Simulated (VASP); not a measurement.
Wanted: the native input for a VASP 6.6.1 run.

```
Task                               : single point
Functional                         : HSE06
Potentials or basis                : VASP PAW PBE potentials, release 64 (B, N)
Cutoff                             : 520 eV
k mesh                             : 2 × 2 × 2
Occupations                        : fermi-dirac, width 0.02 eV
Spin                               : no spin polarisation
Dipole correction                  : no
Grid for exact exchange (PRECFOCK) : Normal
Further INCAR settings             : ALGO = Normal; EDIFF = 1e-06; NBANDS = 11
Screening parameter                : 0.2079 1/Å
```

BN (zinc blende type):

```
CELL_PARAMETERS angstrom
0.00000 1.81500 1.81500
1.81500 0.00000 1.81500
1.81500 1.81500 0.00000
ATOMIC_POSITIONS crystal
B 0.00000 0.00000 0.00000
N 0.25000 0.25000 0.25000
```

One way to write it, as run:

POSCAR

```
BN
1.0
    0.0000000000      1.8150000000      1.8150000000
    1.8150000000      0.0000000000      1.8150000000
    1.8150000000      1.8150000000      0.0000000000
B N
1 1
Direct
    0.0000000000      0.0000000000      0.0000000000
    0.2500000000      0.2500000000      0.2500000000
```

INCAR.step1

```
SYSTEM = BN
PREC     = Accurate       ! precision mode
ENCUT    = 520            ! plane-wave cutoff, eV
EDIFF    = 1E-5           ! SCF threshold, eV
ISMEAR   = -1             ! smearing method
SIGMA    = 0.02           ! smearing width, eV
LREAL    = .False.        ! projectors in reciprocal space
LASPH    = .True.         ! aspherical terms in the spheres
NELM     = 100            ! most SCF steps
ALGO     = Normal         ! electronic algorithm
ISIF     = 2              ! what is computed and relaxed
LWAVE    = .True.         ! write WAVECAR
GGA      = PE             ! functional
NBANDS   = 11             ! bands
```

INCAR.step2

```
SYSTEM = BN
PREC     = Accurate       ! precision mode
ENCUT    = 520            ! plane-wave cutoff, eV
EDIFF    = 1E-6           ! SCF threshold, eV
ISMEAR   = -1             ! smearing method
SIGMA    = 0.02           ! smearing width, eV
LREAL    = .False.        ! projectors in reciprocal space
LASPH    = .True.         ! aspherical terms in the spheres
NELM     = 100            ! most SCF steps
ALGO     = Normal         ! electronic algorithm
ISIF     = 2              ! what is computed and relaxed
LWAVE    = .False.        ! write WAVECAR
LCHARG   = .True.         ! write CHGCAR
GGA      = PE             ! functional
LHFCALC  = .True.         ! exact exchange
HFSCREEN = 0.2079         ! screening, 1/A
PRECFOCK = Normal       
LELF     = .True.         ! ELF
LVHAR    = .True.       
ISTART   = 1            
NBANDS   = 11             ! bands
```

KPOINTS

```
Automatic mesh
0
Gamma
  2 2 2
  0 0 0
```

Potentials or basis: VASP PAW PBE potentials, release 64 (B, N).

Launch:

```console
$ cat potpaw_PBE.64/B/POTCAR potpaw_PBE.64/N/POTCAR > POTCAR
$ cp INCAR.step1 INCAR
$ mpirun -np 1 vasp_std > vasp.out
$ cp INCAR.step2 INCAR
$ mpirun -np 1 vasp_std > vasp.out
```

It gave:

```yaml
Pressure: 10.8 GPa
Band_gap_on_the_k_mesh: 5.92 eV, indirect (least direct gap 10.56 eV)
```

Caveat: the k points lie up to 1.50 Å⁻¹ apart; the PAW data sets were made with another functional, which shifts forces and pressure a little.

Wall time 6.5 s on 1 thread of Intel(R) Xeon(R) Platinum 8488C (Sapphire Rapids) (shared host), peak memory 0.22 GiB.
